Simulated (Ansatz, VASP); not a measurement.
## Re in VASP and in Ansatz

File INCAR:

```
ALGO = Normal ; EDIFF = 1E-8
ENCUT = 520 ; GGA = PE
ISIF = 2 ; ISMEAR = -1
LASPH = T ; LCHARG = F
LEFG = T ; LREAL = F
LWAVE = F ; NBANDS = 10
NELM = 60 ; PREC = Accurate
SIGMA = 0.03
```

KPOINTS

```
k-points
0
Gamma
  14 14 14
```

Contents of POSCAR:

```
Re
1.0
    0.0592500000      2.0046250000      2.0046250000
    2.0046250000      0.0592500000      2.0046250000
    2.0046250000      2.0046250000      0.0592500000
Re
1
Direct
    0.0000000000      0.0000000000      0.0000000000
```

Input for Ansatz:

```yaml
crystal:
  lattice:
    - [0.05925, 2.004625, 2.004625]
    - [2.004625, 0.05925, 2.004625]
    - [2.004625, 2.004625, 0.05925]
  atoms:
    - { symbol: Re, position: [0.0, 0.0, 0.0] }
kpoints:
  mp_grid: { grid: [14, 14, 14] }
scf:
  occupations: { method: fermi_dirac, width: 0.03 }
hamiltonian:
  xc: pbe
  pseudopotentials: { kind: paw }
output:
  forces: true
  stress: true
  eigenvalues: true
  efg: { contact_densities: true }
```

Change from the starting cell: equal xy, yz and zx shear strains of +3 %, PAW files.

Alike in both runs: task electric field gradients; functional PBE; k mesh 14 × 14 × 14; occupations fermi-dirac, width 0.03 eV; no spin polarisation.

```csv
,VASP,Ansatz
version,VASP 6.6.1,Ansatz 0.2.0
potentials or method,"VASP PAW PBE potentials, release 64 (Re)","PAW with Ansatz's default frozen-core files, scalar-relativistic"
plane-wave cutoff (eV),520,420
valence electrons in the cell,7,15
```

|  | VASP | Ansatz | Ansatz less VASP |
| --- | --- | --- | --- |
| pressure (GPa) | -8.8 | -8.1 | +0.70 |
| traceless stress, the component that is largest in VASP (GPa) | -5.59 | -5.69 | -0.097 |
| size of Vzz on the site where it differs most (V/Å²) | 101.5 | 87.0 | -14.45 |

With one functional, cell and mesh, what is left measures potentials, basis and numerics. VASP's potentials hold 7 valence electrons a cell and Ansatz's 15, so a difference there can come from the potentials and not from the codes.

Spin-orbit coupling is off throughout.
